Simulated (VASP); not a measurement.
# Cu in VASP: further runs, part 2 of 2

VASP 6.6.1. Earlier steps stand in the parts before.

## (4) Single point, PBE

Contents of INCAR:

```
SYSTEM = Cu
PREC = Accurate
ENCUT = 520
EDIFF = 1E-7
ISMEAR = -1
SIGMA = 0.1
LREAL = .False.
LASPH = .True.
NELM = 60
ALGO = Normal
ISIF = 2
LWAVE = .False.
LCHARG = .True.
LDIPOL = .True.
IDIPOL = 3
DIPOL = 0.5 0.5 0.500
GGA = PE
LELF = .True.
LVHAR = .True.
LVACPOTAV = .True.
NBANDS = 42
```

Contents of KPOINTS:

```
regular mesh
0
Gamma
  15 15 1
  0 0 0
```

Contents of POSCAR:

```
Cu
1.0
    2.5665139635      0.0000000000      0.0000000000
   -1.2832569818      2.2226662916      0.0000000000
    0.0000000000      0.0000000000     26.4777000000
Cu
6
Direct
    0.1666666667      0.3333333333      0.3028413527
    0.5000000000      1.0000000000      0.3813217417
    0.8333333333      0.6666666667      0.4603200847
    0.1666666667      0.3333333333      0.5396799141
    0.5000000000      1.0000000000      0.6186782582
    0.8333333333      0.6666666667      0.6971586480
```

Potentials or basis: VASP PAW PBE potentials, release 64 (Cu).

Run with:

```bash
$ cat potpaw_PBE.64/Cu/POTCAR > POTCAR
$ mpirun -np 1 vasp_std > vasp.out
```

OUTCAR:

```text
SYSTEM = Cu
   PREC = Accurate
   ENCUT = 520
   EDIFF = 1E-7
   ISMEAR = -1
   LREAL = .False.
   LASPH = .True.
   NELM = 60
   ISIF = 2
   GGA = PE

 ion  position               nearest neighbor table
   1  0.167  0.333  0.303-   2 2.55   2 2.55   2 2.55
   2  0.500  0.000  0.381-   1 2.55   1 2.55   1 2.55   3 2.56   3 2.56   3 2.56
   3  0.833  0.667  0.460-   2 2.56   2 2.56   2 2.56   4 2.57   4 2.57   4 2.57
   4  0.167  0.333  0.540-   5 2.56   5 2.56   5 2.56   3 2.57   3 2.57   3 2.57
   5  0.500  0.000  0.619-   6 2.55   6 2.55   6 2.55   4 2.56   4 2.56   4 2.56
   6  0.833  0.667  0.697-   5 2.55   5 2.55   5 2.55

  LATTYP: Found a hexagonal cell.
 ALAT       =     2.5665139635
 C/A-ratio  =    10.3166007965

  Lattice vectors:

 A1 = (   2.5665139635,   0.0000000000,   0.0000000000)
 A2 = (  -1.2832569818,   2.2226662916,   0.0000000000)
 A3 = (   0.0000000000,   0.0000000000,  26.4777000000)

Analysis of symmetry for initial positions (statically):
=====================================================================
 Subroutine PRICEL returns:
 Original cell was already a primitive cell.

 Routine SETGRP: Setting up the symmetry group for a
 hexagonal supercell.

 Subroutine GETGRP returns: Found 12 space group operations
 (whereof  4 operations were pure point group operations)
 out of a pool of 24 trial point group operations.

The static configuration has the point symmetry C_2h.
 The point group associated with its full space group is D_3d.

Analysis of symmetry for dynamics (positions and initial velocities):
=====================================================================
 Subroutine PRICEL returns:
 Original cell was already a primitive cell.

 Routine SETGRP: Setting up the symmetry group for a
 hexagonal supercell.

 Subroutine GETGRP returns: Found 12 space group operations
 (whereof  4 operations were pure point group operations)
 out of a pool of 24 trial point group operations.

The dynamic configuration has the point symmetry C_2h.
 The point group associated with its full space group is D_3d.
[... 132 lines left out ...]
   GGA     = PE    functional components
   LHFCALC =     F    Hartree Fock is set to
   AEXX    =    0.0000 exact exchange contribution
   IVDW    =     0    specifies the selected vdW correction
   LEPSILON=     F    determine dielectric tensor
   LRPA    =     F    only Hartree local field effects (RPA)
 non-spin polarized calculation
  energy-cutoff  :      520.00
  volume of cell :      151.04
 maximum number of plane-waves:      4090
 NGX is ok and might be reduce to    20
   NGX =  9   NGY =  9   NGZ = 99

 number of electron      65.9999997 magnetization

 dipolmoment           0.000000      0.000000      0.000000 electrons x Angstroem

 Free energy of the ion-electron system (eV)
  ---------------------------------------------------
  ext. energy  EPLUGINS =         0.00000000
  ---------------------------------------------------
  free energy    TOTEN  =       -21.47092078 eV

  energy without entropy =      -21.39529094  energy(sigma->0) =      -21.43310586

 E-fermi :   1.0652     XC(G=0):  -6.6878

 val. band max:        1.0581643785   @ k =   0.4000   0.0667   0.0000
 cond. band min:       1.1186261188   @ k =   0.2667   0.0000   0.0000
 fundamental gap:      0.0604617403
 Fermi energy:         1.0652054256

 k-point     1 :       0.0000    0.0000    0.0000
  band No.  band energies     occupation
      1      -8.0135      2.00000
      2      -7.3791      2.00000
      3      -6.3738      2.00000
      4      -5.1994      2.00000
      5      -4.2793      2.00000
      6      -3.9915      2.00000
[... 1069 lines left out ...]
     41       8.6053      0.00000
     42       8.8432      0.00000

 [... further k-points ...]

------------------------ aborting loop because EDIFF is reached ----------------------------------------

  FORCE on cell =-STRESS in cart. coord.  units (eV):
  Direction    XX          YY          ZZ          XY          YZ          ZX
  --------------------------------------------------------------------------------------
  -------------------------------------------------------------------------------------
  Total       -0.9379152     -0.9379152      0.1775142      0.0000000     -0.0000000      0.0000000
  in kB       -9.9489218     -9.9489218      1.8829798      0.0000000     -0.0000000      0.0000000
  external PRESSURE =      -6.0049546 kB  Pullay stress =       0.0000000 kB

 VOLUME and BASIS-vectors are now :
 -----------------------------------------------------------------------------
  energy-cutoff  :      520.00
  volume of cell :      151.04
      direct lattice vectors                 reciprocal lattice vectors
     2.566513963  0.000000000  0.000000000     0.389633571  0.224955047  0.000000000
    -1.283256982  2.222666292  0.000000000     0.000000000  0.449910094  0.000000000
     0.000000000  0.000000000 26.477700000     0.000000000  0.000000000  0.037767631

 POSITION                                       TOTAL-FORCE (eV/Angst)
 -----------------------------------------------------------------------------------
      0.00000      0.74089      8.01854        -0.000000      0.000000     -0.020115
      1.28326      0.00000     10.09652        -0.000000     -0.000000     -0.000930
      1.28326      1.48178     12.18822         0.000000      0.000000     -0.000415
      0.00000      0.74089     14.28948         0.000000     -0.000000      0.000415
      1.28326      0.00000     16.38118         0.000000      0.000000      0.000930
      1.28326      1.48178     18.45916        -0.000000     -0.000000      0.020115
 -----------------------------------------------------------------------------------
    total drift:                                0.000000     -0.000000      0.000042

  FREE ENERGIE OF THE ION-ELECTRON SYSTEM (eV)
  ---------------------------------------------------
  free  energy   TOTEN  =       -21.4709207821 eV

  energy  without entropy=      -21.3952909372  energy(sigma->0) =      -21.43310586

 vacuum level on the upper side and lower side of the slab         5.849         5.849
```

OSZICAR:

```text
N       E                     dE             d eps       ncg     rms          rms(c)
DAV:   1     0.580840584462E+03    0.58084E+03   -0.29357E+04  2268   0.221E+03
DAV:   2     0.382420313065E+02   -0.54260E+03   -0.52305E+03  2268   0.417E+02
DAV:   3    -0.243567835662E+02   -0.62599E+02   -0.57691E+02  2328   0.195E+02
[... 19 lines left out ...]
DAV:  23    -0.214709194376E+02   -0.63979E-05   -0.49235E-07  1536   0.678E-03    0.639E-04
DAV:  24    -0.214709201716E+02   -0.73400E-06   -0.56869E-08  1544   0.532E-03    0.118E-04
DAV:  25    -0.214709206324E+02   -0.46080E-06   -0.30958E-08  1424   0.181E-03    0.236E-04
DAV:  26    -0.214709207595E+02   -0.12709E-06   -0.12268E-08  1472   0.161E-03    0.298E-05
DAV:  27    -0.214709207821E+02   -0.22679E-07   -0.12966E-09  1434   0.428E-04
   1 F= -.21470921E+02 E0= -.21433106E+02  d E =-.756298E-01
```

Wall time 6 min (1 thread of Intel Xeon 6975P-C, shared host); peak memory 0.33 GiB.

What came out:

```
Free energy            : -21.4709 eV
Largest force          : 0.020 eV/Å
Band gap on the k mesh : zero (band 33 reaches 4.38 eV, above the bottom of band 34 at -0.55 eV)
```

Forces on the atoms (eV/Å):
```
Cu   0.000  0.000 -0.020
Cu   0.000  0.000 -0.001
Cu   0.000  0.000  0.000
Cu   0.000  0.000  0.000
Cu   0.000  0.000  0.001
Cu   0.000  0.000  0.020
```

## (5) Single point, PBE

Contents of INCAR:

```
  PREC = Accurate
  ENCUT = 520
  EDIFF = 1E-6
  ISMEAR = -1
  SIGMA = 0.1
  LREAL = F
  LASPH = T
  NELM = 100
  ALGO = Normal
  ISIF = 2
  LWAVE = F
  LCHARG = F
  GGA = PE
  NBANDS = 42
```

Contents of KPOINTS:

```
Automatic mesh
0
Gamma
  15 15 1
```

POSCAR is that of step 4.

Run with:

```bash
$ cat potpaw_PBE.64/Cu/POTCAR > POTCAR
$ mpirun -np 1 vasp_std > vasp.out
```

Wall time 5.2 min (1 thread of Intel Xeon 6975P-C, shared host); peak memory 0.33 GiB.

Results (log left out):

```yaml
Free_energy: -21.4709 eV
Largest_force: 0.020 eV/Å
Band_gap_on_the_k_mesh: zero (band 33 reaches 4.38 eV, above the bottom of band 34 at -0.55 eV)
```

Forces in eV/Å, atoms in the order of the input:
```
Cu   0.000  0.000 -0.020
Cu   0.000  0.000 -0.001
Cu   0.000  0.000 -0.001
Cu   0.000  0.000  0.001
Cu   0.000  0.000  0.001
Cu   0.000  0.000  0.020
```

Levels at points of the mesh, in eV from the Fermi level:
| k point | band 31 | band 32 | band 33 | band 34 | band 35 | band 36 | band 37 | band 38 |
| --- | --- | --- | --- | --- | --- | --- | --- | --- |
| (0.00, 0.00, 0.00) | -1.86 | -1.65 | -1.65 | -1.60 | -1.60 | -0.81 | -0.30 | 4.19 |
